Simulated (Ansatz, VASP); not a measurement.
**One calculation of SnF4, two programs**

```
CELL_PARAMETERS angstrom
-2.14650 2.02500 3.96500
2.14650 -2.02500 3.96500
2.14650 2.02500 -3.96500
ATOMIC_POSITIONS crystal
Sn 0.00000 0.00000 0.00000
F 0.23700 0.23700 0.00000
F 0.76300 0.76300 0.00000
F 0.50000 0.00000 0.50000
F 0.00000 0.50000 0.50000
```

Change from the starting cell: strain +0.0600 x Voigt [1, 0, 0, 0, 0, 0], atoms carried along.

Alike in both runs: task single point; functional LDA; k mesh 8 × 8 × 8; occupations gaussian, width 0.05 eV; no spin polarisation.

|  | VASP | Ansatz |
| --- | --- | --- |
| version | VASP 6.6.1 | Ansatz 0.2.0 |
| potentials or method | VASP PAW LDA potentials, release 64 (Sn_d, F), cutoff 520 eV | scalar-relativistic, plane waves, PAW |
| valence electrons in the cell | 42 | 42 |

Ansatz gave:

```
gap on the k mesh at the Fermi level (eV)                     : 3.22
least direct gap on the mesh (eV)                             : 3.42
pressure (GPa)                                                : -5.8
traceless stress, the component that is largest in VASP (GPa) : -8.13
rms of the force components (eV/Å)                            : 0.040
```

Question: Estimate VASP's values.

Answer: gap on the k mesh at the Fermi level (eV): 3.21; least direct gap on the mesh (eV): 3.41; pressure (GPa): -5.0; traceless stress, the component that is largest in VASP (GPa): -8.78; rms of the force components (eV/Å): 0.050.

LDA's correlation is that of Perdew and Zunger in VASP and of Perdew and Wang (1992) in Ansatz. Atom by atom the forces differ by 0.090 eV/Å (rms over components).
